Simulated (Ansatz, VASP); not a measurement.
# HfO2 in VASP and in Ansatz

File INCAR:

```
SYSTEM = HfO2
ALGO = Normal
EDIFF = 1E-6
EDIFFG = -0.01
ENCUT = 600
GGA = PE
IBRION = 2
ISIF = 3
ISMEAR = -1
LASPH = .TRUE.
LCHARG = .FALSE.
LREAL = .FALSE.
LWAVE = .FALSE.
NELM = 80
NSW = 60
PREC = Accurate
SIGMA = 0.1
```

The input KPOINTS:

```
k-points
0
G
  5 5 4
  0 0 0
```

The input POSCAR:

```
HfO2
1.0
    3.7540080000      0.0000000000      0.0000000000
    0.0000000000      3.7540080000      0.0000000000
    0.0000000000      0.0000000000      5.4169130000
O Hf
4 2
Direct
    0.0000000000      0.5000000000      0.2010000000
    0.0000000000      0.5000000000      0.7010000000
    0.5000000000      0.0000000000      0.2990000000
    0.5000000000      0.0000000000      0.7990000000
    0.0000000000      0.0000000000      0.0000000000
    0.5000000000      0.5000000000      0.5000000000
```

Input for Ansatz:

```yaml
crystal:
  lattice:
    - [3.754008, 0.0, 0.0]
    - [0.0, 3.754008, 0.0]
    - [0.0, 0.0, 5.416913]
  atoms:
    - { symbol: O, position: [0.0, 0.5, 0.201] }
    - { symbol: O, position: [0.0, 0.5, 0.701] }
    - { symbol: O, position: [0.5, 0.0, 0.299] }
    - { symbol: O, position: [0.5, 0.0, 0.799] }
    - { symbol: Hf, position: [0.0, 0.0, 0.0] }
    - { symbol: Hf, position: [0.5, 0.5, 0.5] }
  symmetry: { tolerance: 0.0003 }
kpoints:
  mp_grid: { grid: [5, 5, 4], shift: [0, 0, 0] }
magnetization:
  spin_polarized: false
scf:
  occupations: { method: fermi_dirac }
hamiltonian:
  pseudopotentials: { kind: paw }
  xc: pbe
basis:
  ecutwfc: 420
output:
  forces: true
  stress: true
  eigenvalues: true
relax:
  max_steps: 40
  cell: {}
```

Alike in both runs: task relaxation of cell and atoms; functional PBE; k mesh 5 × 5 × 4; no spin polarisation.

|  | VASP | Ansatz |
| --- | --- | --- |
| version | VASP 6.6.1 | Ansatz 0.2.0 |
| potentials or method | VASP PAW PBE potentials, release 64 (O, Hf_pv), cutoff 600 eV | PAW plane waves |
| occupations | fermi-dirac, width 0.1 eV | fermi-dirac |
| valence electrons in the cell | 44 | 76 |

VASP gave:

| Property | Result |
| --- | --- |
| gap on the k mesh at the Fermi level, each at its own relaxed structure (eV) | 4.68 |
| relaxed volume (Å³/atom) | 11.20 |
| relaxed length of the cell vector where the two differ most in proportion (Å) | 5.223 |

What did Ansatz give for the same quantities?

gap on the k mesh at the Fermi level, each at its own relaxed structure (eV): 4.67; relaxed volume (Å³/atom): 11.40; relaxed length of the cell vector where the two differ most in proportion (Å): 5.265.

VASP's potentials hold 44 valence electrons a cell and Ansatz's 76, so a difference there can come from the potentials and not from the codes.

Neither program's run includes spin-orbit coupling.
